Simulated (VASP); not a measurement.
Here is a VASP 6.6.1 calculation.

INCAR

```
  ALGO = Fast
  EDIFF = 1E-6
  ENCUT = 520
  GGA = PS
  ISIF = 2
  ISMEAR = 0
  LASPH = True
  LCHARG = True
  LELF = True
  LREAL = False
  LVHAR = True
  LWAVE = False
  NBANDS = 18
  NELM = 100
  PREC = Accurate
  SIGMA = 0.15
```

KPOINTS

```
k-points
0
Gamma
  12 12 12
```

Contents of POSCAR:

```
TiAl3
1.0
    3.9483448106      0.0000000000      0.0000000000
    0.0000000000      3.9483448106      0.0000000000
    0.0000000000      0.0000000000      3.9483448106
Ti Al
1 3
Direct
   -0.1215699294      0.0000000000      0.0000000000
    0.5000000000      0.5000000000      0.0000000000
    0.5000000000      0.0000000000      0.5000000000
    0.0000000000      0.5000000000      0.5000000000
```

Potentials or basis: VASP PAW PBE potentials, release 64 (Ti_sv, Al).

The run is started by

```bash
$ cat potpaw_PBE.64/Ti_sv/POTCAR potpaw_PBE.64/Al/POTCAR > POTCAR
$ mpirun -np 1 vasp_std > vasp.out
```

What does it give for the band gap on the k mesh?

Zero (an odd number of electrons rules out a gap without spin polarisation).

Predict the largest force.

4.676 eV/Å.

Predict the pressure.

7.4 GPa.

Stress tensor (GPa, compression positive):
```
8.58 0.00 0.00
0.00 6.83 0.00
0.00 0.00 6.83
```

Caveat: the cell differs from its parent crystal (atom 1 (Ti) moved +0.480 Å towards its neighbour atom 1 (Ti) at 3.948 Å); the cell stands under pressure; the PAW data sets were made with another functional, which shifts forces and pressure a little.
